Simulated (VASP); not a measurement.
# MnO2 (P-3m1) in VASP: a series of runs

Runs on MnO2. Level: r2SCAN. Tasks: single point.

Everything below comes from runs of VASP 6.6.1. Logs are shortened: lines on timing, memory, paths and dates and some standing lists are left out, and cuts for length are marked.

### Step 1. The cell of the first run

It takes space group P-3m1 (No. 164, trigonal). The conventional cell has a = 2.818 Å, b = 2.818 Å, c = 4.539 Å, α = 90.00°, β = 90.00°, γ = 120.00°. Mn (site symmetry -3m) has 6 O at 1.88 Å within 2.5 Å. Within 2.5 Å of O (site symmetry 3m) lie 3 Mn at 1.88 Å and 3 O at 2.48 Å.

### Step 2. Single point, r2SCAN, collinear spin, ferromagnetic start

Input file POSCAR:

```
MnO2
1.0
    2.8179710399      0.0000000000      0.0000000000
   -1.4089855200      2.4404345078      0.0000000000
    0.0000000000      0.0000000000      4.5391857050
Mn O
1 2
Direct
    0.0000000000      0.0000000000      0.5000000000
    0.3333333333      0.6666666667      0.7062925700
    0.6666666667      0.3333333333      0.2937074300
```

Input file INCAR.step1:

```
ALGO     = Normal         # electronic algorithm
EDIFF    = 1E-4           # SCF threshold, eV
ENCUT    = 520            # plane-wave cutoff, eV
GGA      = PE             # functional
ISMEAR   = -1             # smearing method
ISPIN    = 2              # spin polarisation
LASPH    = T              # aspherical terms in the spheres
LCHARG   = F              # write CHGCAR
LMAXMIX  = 4              # l up to which the mixer works
LREAL    = F              # projectors in reciprocal space
LWAVE    = T              # write WAVECAR
MAGMOM   = 4 0 0          # initial moments
NBANDS   = 24             # bands
NELM     = 150            # most SCF steps
PREC     = Accurate       # precision mode
SIGMA    = 0.05           # smearing width, eV
```

Input file INCAR.step2:

```
ALGO     = Normal         # electronic algorithm
EDIFF    = 1E-7           # SCF threshold, eV
ENCUT    = 520            # plane-wave cutoff, eV
ISIF     = 2              # what is computed and relaxed
ISMEAR   = -1             # smearing method
ISPIN    = 2              # spin polarisation
ISTART   = 1            
LASPH    = T              # aspherical terms in the spheres
LCHARG   = T              # write CHGCAR
LELF     = T              # ELF
LMAXMIX  = 4              # l up to which the mixer works
LMIXTAU  = T            
LORBIT   = 11             # projections on sites
LREAL    = F              # projectors in reciprocal space
LVHAR    = T            
LWAVE    = F              # write WAVECAR
MAGMOM   = 4 0 0          # initial moments
METAGGA  = R2SCAN         # meta-GGA
NBANDS   = 24             # bands
NELM     = 150            # most SCF steps
PREC     = Accurate       # precision mode
SIGMA    = 0.05           # smearing width, eV
```

Input file KPOINTS:

```
k-points
0
Gamma
  11 11 6
```

Potentials or basis: VASP PAW PBE potentials, release 64 (Mn_pv, O).

Command:

```
cat potpaw_PBE.64/Mn_pv/POTCAR potpaw_PBE.64/O/POTCAR > POTCAR
cp INCAR.step1 INCAR
mpirun -np 1 vasp_std > vasp.out
cp INCAR.step2 INCAR
mpirun -np 1 vasp_std > vasp.out
```

OUTCAR:

```text
EDIFF = 1E-7
   ENCUT = 520
   ISIF = 2
   ISMEAR = -1
   ISPIN = 2
   ISTART = 1
   LASPH = T
   LORBIT = 11
   LREAL = F
   METAGGA = R2SCAN
   NELM = 150
   PREC = Accurate

 ion  position               nearest neighbor table
   1  0.000  0.000  0.500-   2 1.88   3 1.88   3 1.88   2 1.88   3 1.88   2 1.88
   2  0.333  0.667  0.706-   1 1.88   1 1.88   1 1.88
   3  0.667  0.333  0.294-   1 1.88   1 1.88   1 1.88

  LATTYP: Found a hexagonal cell.
 ALAT       =     2.8179710399
 C/A-ratio  =     1.6107992739

  Lattice vectors:

 A1 = (   2.8179710399,   0.0000000000,   0.0000000000)
 A2 = (  -1.4089855200,   2.4404345078,   0.0000000000)
 A3 = (   0.0000000000,   0.0000000000,   4.5391857050)

Analysis of symmetry for initial positions (statically):
=====================================================================
 Subroutine PRICEL returns:
 Original cell was already a primitive cell.

 Routine SETGRP: Setting up the symmetry group for a
 hexagonal supercell.

 Subroutine GETGRP returns: Found 12 space group operations
 (whereof 12 operations were pure point group operations)
 out of a pool of 24 trial point group operations.

The static configuration has the point symmetry D_3d.

Analysis of symmetry for dynamics (positions and initial velocities):
=====================================================================
 Subroutine PRICEL returns:
 Original cell was already a primitive cell.

 Routine SETGRP: Setting up the symmetry group for a
 hexagonal supercell.

 Subroutine GETGRP returns: Found 12 space group operations
 (whereof 12 operations were pure point group operations)
 out of a pool of 24 trial point group operations.

The dynamic configuration has the point symmetry D_3d.

Analysis of structural, dynamic, and magnetic symmetry:
=====================================================================
 Subroutine PRICEL returns:
 Original cell was already a primitive cell.

 Routine SETGRP: Setting up the symmetry group for a
 hexagonal supercell.

 Subroutine GETGRP returns: Found 12 space group operations
 (whereof 12 operations were pure point group operations)
 out of a pool of 24 trial point group operations.

The overall configuration has the point symmetry D_3d.

 Subroutine INISYM returns: Found 12 space group operations
 (whereof 12 operations are pure point group operations),
 and found     1 'primitive' translations

----------------------------------------------------------------------------------------

                                     Primitive cell

  volume of cell :      31.2163

  direct lattice vectors                    reciprocal lattice vectors
     2.817971040  0.000000000  0.000000000     0.354865251  0.204881548  0.000000000
    -1.408985520  2.440434508  0.000000000     0.000000000  0.409763096  0.000000000
     0.000000000  0.000000000  4.539185705     0.000000000  0.000000000  0.220303831

  length of vectors
     2.817971040  2.817971040  4.539185705     0.409763096  0.409763096  0.220303831

  position of ions in fractional coordinates (direct lattice)
     0.000000000  0.000000000  0.500000000
     0.333333333  0.666666667  0.706292570
     0.666666667  0.333333333  0.293707430

  ion indices of the primitive-cell ions
   primitive index   ion index
                 1           1
                 2           2
                 3           3

----------------------------------------------------------------------------------------

 KPOINTS: k-points

Automatic generation of k-mesh.
 Grid dimensions read from file:
 generate k-points for:   11   11    6

 Generating k-lattice:

  Cartesian coordinates                     Fractional coordinates (reciprocal lattice)
     0.032260477  0.018625595  0.000000000     0.090909091 -0.000000000  0.000000000
     0.000000000  0.037251191  0.000000000     0.000000000  0.090909091  0.000000000
     0.000000000  0.000000000  0.036717305     0.000000000  0.000000000  0.166666667

  Length of vectors
     0.037251191  0.037251191  0.036717305

  Shift w.r.t. Gamma in fractional coordinates (k-lattice)
     0.000000000  0.000000000  0.000000000

 Subroutine IBZKPT returns following result:
 ===========================================

 Found     84 irreducible k-points:

 Following reciprocal coordinates:
            Coordinates               Weight
  0.000000  0.000000  0.000000      1.000000
  0.090909 -0.000000  0.000000      6.000000
  0.181818  0.000000  0.000000      6.000000
  0.272727  0.000000  0.000000      6.000000
  0.363636 -0.000000  0.000000      6.000000
  0.454545 -0.000000  0.000000      6.000000
[... 16 lines left out ...]
  0.000000  0.272727  0.166667      6.000000
  0.363636 -0.000000  0.166667      6.000000
 [... further k-points ...]
   k-points           NKPTS =     84   k-points in BZ     NKDIM =     84   number of bands    NBANDS=     24
   number of dos      NEDOS =    301   number of ions     NIONS =      3
   total plane-waves  NPLWV =  20736
   dimension x,y,z NGX =    24 NGY =   24 NGZ =   36
   dimension x,y,z NGXF=    48 NGYF=   48 NGZF=   72
   ions per type =               1   2
   NGX,Y,Z   is equivalent  to a cutoff of  14.16, 14.16, 13.18 a.u.
   NGXF,Y,Z  is equivalent  to a cutoff of  28.32, 28.32, 26.37 a.u.
 SYSTEM =  unknown system
   PREC   = accura    normal or accurate (medium, high low for compatibility)
   ISTART =      1    job   : 0-new  1-cont  2-samecut
   ICHARG =      0    charge: 1-file 2-atom 10-const
   ISPIN  =      2    spin polarized calculation?
   LNONCOLLINEAR =      F non collinear calculations
   LSORBIT =      F    spin-orbit coupling
   LASPH  =      T    aspherical Exc in radial PAW
   ENCUT  =  520.0 eV  38.22 Ry    6.18 a.u.   5.24  5.24  8.44*2*pi/ulx,y,z
   NELM   =    150;   NELMIN=  2; NELMDL=  0     # of ELM steps
   EDIFF  = 0.1E-06   stopping-criterion for ELM
   LREAL  =      F    real-space projection
   EDIFFG = 0.1E-05   stopping-criterion for IOM
   NSW    =      0    number of steps for IOM
   IBRION =     -1    ionic relax: 0-MD 1-quasi-New 2-CG
   NFREE  =      0    steps in history (QN), initial steepest desc. (CG)
   ISIF   =      2    stress and relaxation
   ISYM   =      2    0-nonsym 1-usesym 2-fastsym
   POTIM  = 0.5000    time-step for ionic-motion
   TEBEG  =    0.0;   TEEND  =   0.0 temperature during run
   PSTRESS=    0.0 pullay stress
   NELECT =      25.0000    total number of electrons
   NUPDOWN=      -1.0000    fix difference up-down
   EMIN   =  10.00;   EMAX   =-10.00  energy-range for DOS
   EFERMI =   0.00;   METHOD = LEGACY
   ISMEAR =    -1;   SIGMA  =   0.05  broadening in eV -4-tet -1-fermi 0-gaus
   EFERMI_NEDOS =   21; number of points for ismear=-14 and -15
   IALGO  =     38    algorithm
   IMIX   =      4    mixing-type and parameters
     AMIX     =   0.40;   BMIX     =  1.00
     AMIX_MAG =   1.60;   BMIX_MAG =  1.00
  volume/ion in A,a.u.               =      10.41        70.22
  Fermi-wavevector in a.u.,A,eV,Ry     =   1.520294  2.872939 31.447068  2.311294
  Thomas-Fermi vector in A             =   2.629164
   LORBIT       =     11    0 simple, 1 ext, 2 COOP (PROOUT), +10 PAW based schemes
   METAGGA = R2SCAN    functional components
   LHFCALC =     F    Hartree Fock is set to
   AEXX    =    0.0000 exact exchange contribution
   IVDW    =     0    specifies the selected vdW correction
   LEPSILON=     F    determine dielectric tensor
   LRPA    =     F    only Hartree local field effects (RPA)
 spin polarized calculation
  energy-cutoff  :      520.00
  volume of cell :       31.22
 maximum number of plane-waves:       852
 NGX is ok and might be reduce to    24
   NGX = 11   NGY = 11   NGZ = 17

 number of electron      25.0000012 magnetization       3.0000002

 Free energy of the ion-electron system (eV)
  ---------------------------------------------------
  ext. energy  EPLUGINS =         0.00000000
  ---------------------------------------------------
  free energy    TOTEN  =       -32.49102185 eV

  energy without entropy =      -32.49102185  energy(sigma->0) =      -32.49102185

 E-fermi :   3.9329     XC(G=0): -11.8021

 val. band max:        3.0516214506   @ k =   0.0909  -0.0000   0.5000
 cond. band min:       4.7920938125   @ k =   0.0000   0.0000   0.5000
 fundamental gap:      1.7404723619
 Fermi energy:         3.9328663439

 spin component 1

 k-point     1 :       0.0000    0.0000    0.0000
  band No.  band energies     occupation
      1     -49.2786      1.00000
      2     -49.2546      1.00000
      3     -49.2545      1.00000
      4     -17.6206      1.00000
      5     -15.1542      1.00000
      6      -3.6097      1.00000
[... 16 lines left out ...]
     23      26.8077      0.00000
     24      28.6252      0.00000

 k-point     2 :       0.0909   -0.0000    0.0000
  band No.  band energies     occupation
      1     -49.2761      1.00000
      2     -49.2695      1.00000
      3     -49.2579      1.00000
      4     -17.5060      1.00000
      5     -15.1926      1.00000
      6      -3.4723      1.00000
[... 16 lines left out ...]
     23      26.5722      0.00000
     24      28.8135      0.00000
[... 565 lines left out ...]
     23      26.2256      0.00000
     24      26.6204      0.00000

 k-point    24 :       0.3636   -0.0000    0.1667
  band No.  band energies     occupation
      1     -49.4091      1.00000
      2     -49.2891      1.00000
      3     -49.2518      1.00000
      4     -16.2550      1.00000
      5     -15.6086      1.00000
      6      -3.7056      1.00000
[... 16 lines left out ...]
     23      25.8701      0.00000
     24      26.5818      0.00000

 [... further k-points ...]

 spin component 2

 k-point     1 :       0.0000    0.0000    0.0000
  band No.  band energies     occupation
      1     -45.2312      1.00000
      2     -45.2310      1.00000
      3     -45.0409      1.00000
      4     -17.5135      1.00000
      5     -15.0483      1.00000
      6      -2.4507      1.00000
[... 16 lines left out ...]
     23      29.6455      0.00000
     24      29.7500      0.00000

 k-point     2 :       0.0909   -0.0000    0.0000
  band No.  band energies     occupation
      1     -45.2499      1.00000
      2     -45.2352      1.00000
      3     -45.0374      1.00000
      4     -17.3976      1.00000
      5     -15.0849      1.00000
      6      -2.3128      1.00000
[... 16 lines left out ...]
     23      29.8056      0.00000
     24      29.8828      0.00000
[... 565 lines left out ...]
     23      27.3496      0.00000
     24      27.6344      0.00000

 k-point    24 :       0.3636   -0.0000    0.1667
  band No.  band energies     occupation
      1     -45.4254      1.00000
      2     -45.2731      1.00000
      3     -45.0040      1.00000
      4     -16.1377      1.00000
      5     -15.4894      1.00000
      6      -2.6800      1.00000
[... 16 lines left out ...]
     23      26.6975      0.00000
     24      28.5282      0.00000

 [... further k-points ...]

------------------------ aborting loop because EDIFF is reached ----------------------------------------

  FORCE on cell =-STRESS in cart. coord.  units (eV):
  Direction    XX          YY          ZZ          XY          YZ          ZX
  --------------------------------------------------------------------------------------
  -------------------------------------------------------------------------------------
  Total        2.1438367      2.1438367      1.3393618     -0.0000000      0.0000000      0.0000000
  in kB      110.0324166    110.0324167     68.7427435     -0.0000000      0.0000000      0.0000000
  external PRESSURE =      96.2691923 kB  Pullay stress =       0.0000000 kB

 VOLUME and BASIS-vectors are now :
 -----------------------------------------------------------------------------
  energy-cutoff  :      520.00
  volume of cell :       31.22
      direct lattice vectors                 reciprocal lattice vectors
     2.817971040  0.000000000  0.000000000     0.354865251  0.204881548  0.000000000
    -1.408985520  2.440434508  0.000000000     0.000000000  0.409763096  0.000000000
     0.000000000  0.000000000  4.539185705     0.000000000  0.000000000  0.220303831

 POSITION                                       TOTAL-FORCE (eV/Angst)
 -----------------------------------------------------------------------------------
      0.00000      0.00000      2.26959         0.000000      0.000000      0.000000
     -0.00000      1.62696      3.20599        -0.000000      0.000000      0.653991
      1.40899      0.81348      1.33319         0.000000     -0.000000     -0.653991
 -----------------------------------------------------------------------------------
    total drift:                               -0.000000      0.000000      0.000000

  FREE ENERGIE OF THE ION-ELECTRON SYSTEM (eV)
  ---------------------------------------------------
  free  energy   TOTEN  =       -32.4910218550 eV

  energy  without entropy=      -32.4910218537  energy(sigma->0) =      -32.49102185

 total charge

# of ion       s       p       d       tot
------------------------------------------
    1        0.400   6.505   4.909  11.815
    2        1.587   3.472   0.000   5.060
    3        1.587   3.472   0.000   5.060
--------------------------------------------------
tot          3.575  13.450   4.909  21.934

 magnetization (x)

# of ion       s       p       d       tot
------------------------------------------
    1        0.030   0.040   2.817   2.888
    2        0.004   0.025   0.000   0.029
    3        0.004   0.025   0.000   0.029
--------------------------------------------------
tot          0.038   0.090   2.817   2.946
```

Wall time 10 min (1 thread of Intel Xeon 8259CL, shared host); peak memory 0.24 GiB.

Results:

```
Free energy                                           : -32.4910 eV
Pressure                                              : 9.6 GPa
Largest force                                         : 0.654 eV/Å
Band gap on the k mesh                                : 1.74 eV (least direct gap 1.81 eV)
Net moment                                            : 3.00 μB per cell
Site moments                                          : Mn +2.89; O +0.03 μB
Valence electrons inside the program's atomic spheres : Mn 11.81; O 5.06
```

Forces on the atoms (eV/Å):
```
Mn   0.000  0.000  0.000
O    0.000  0.000  0.654
O    0.000  0.000 -0.654
```

Caveat: the cell stands under pressure; the PAW data sets were made with another functional, which shifts forces and pressure a little; a cell with one magnetic atom can't hold antiferromagnetic order, which such compounds often take. A k mesh can miss the band edges.

### Step 3. Single point, r2SCAN, collinear spin, ferromagnetic start

This run uses another cell than the first one, of 10.62 Å³/atom.

Input file POSCAR:

```
MnO2
1.0
    2.8374059371      0.0000000000      0.0000000000
   -1.4187029685      2.4572656224      0.0000000000
    0.0000000000      0.0000000000      4.5704914233
Mn O
1 2
Direct
    0.0000000000      0.0000000000      0.5000000000
    0.3333333333      0.6666666667      0.7062925700
    0.6666666667      0.3333333333      0.2937074300
```

INCAR.step1 is that of step 2.

Changes to INCAR.step2 since step 2:

```diff
@@ -1,3 +1,3 @@
 ALGO     = Normal         # electronic algorithm
-EDIFF    = 1E-7           # SCF threshold, eV
+EDIFF    = 1E-6           # SCF threshold, eV
 ENCUT    = 520            # plane-wave cutoff, eV
@@ -8,4 +8,3 @@
 LASPH    = T              # aspherical terms in the spheres
-LCHARG   = T              # write CHGCAR
-LELF     = T              # ELF
+LCHARG   = F              # write CHGCAR
 LMAXMIX  = 4              # l up to which the mixer works
@@ -14,3 +13,2 @@
 LREAL    = F              # projectors in reciprocal space
-LVHAR    = T            
 LWAVE    = F              # write WAVECAR
```

KPOINTS is that of step 2.

Potentials or basis: VASP PAW PBE potentials, release 64 (Mn_pv, O).

Command:

```
cat potpaw_PBE.64/Mn_pv/POTCAR potpaw_PBE.64/O/POTCAR > POTCAR
cp INCAR.step1 INCAR
mpirun -np 1 vasp_std > vasp.out
cp INCAR.step2 INCAR
mpirun -np 1 vasp_std > vasp.out
```

Run time: 8.8 min. Hardware: 1 thread of Intel Xeon 8259CL, shared host; peak memory 0.24 GiB.

The run converged. Its results:

```
Free energy                                           : -32.5210 eV
Pressure                                              : 4.7 GPa
Largest force                                         : 0.315 eV/Å
Band gap on the k mesh                                : 1.82 eV (least direct gap 1.90 eV)
Net moment                                            : 3.00 μB per cell
Site moments                                          : Mn +2.91; O +0.02 μB
Valence electrons inside the program's atomic spheres : Mn 11.76; O 5.05
```

Forces on the atoms (eV/Å):
```
Mn   0.000  0.000  0.000
O    0.000  0.000  0.315
O    0.000  0.000 -0.315
```

Stress tensor (GPa, compression positive):
```
5.40 0.00 0.00
0.00 5.40 0.00
0.00 0.00 3.32
```

Levels at points of the mesh, in eV from the valence-band top:
Spin up:
```
           k point  band 12  band 13  band 14  band 15  band 16  band 17
(0.00, 0.00, 0.00)    -1.11    -0.90    -0.50     3.47     3.47     8.23
(0.00, 0.00, 0.50)    -1.16    -1.16    -0.08     3.52     3.52    10.36
```
Spin down:
```tsv
k point	band 8	band 9	band 10	band 11	band 12	band 13	band 14	band 15
(0.00, 0.00, 0.00)	-4.96	-1.10	-1.10	-0.70	1.83	1.83	3.49	5.04
(0.00, 0.00, 0.50)	-4.36	-2.10	-1.15	-1.15	1.82	1.82	3.62	5.09
```

Caveat: the cell stands under pressure; the PAW data sets were made with another functional, which shifts forces and pressure a little; a cell with one magnetic atom can't hold antiferromagnetic order, which such compounds often take. A k mesh can miss the band edges.
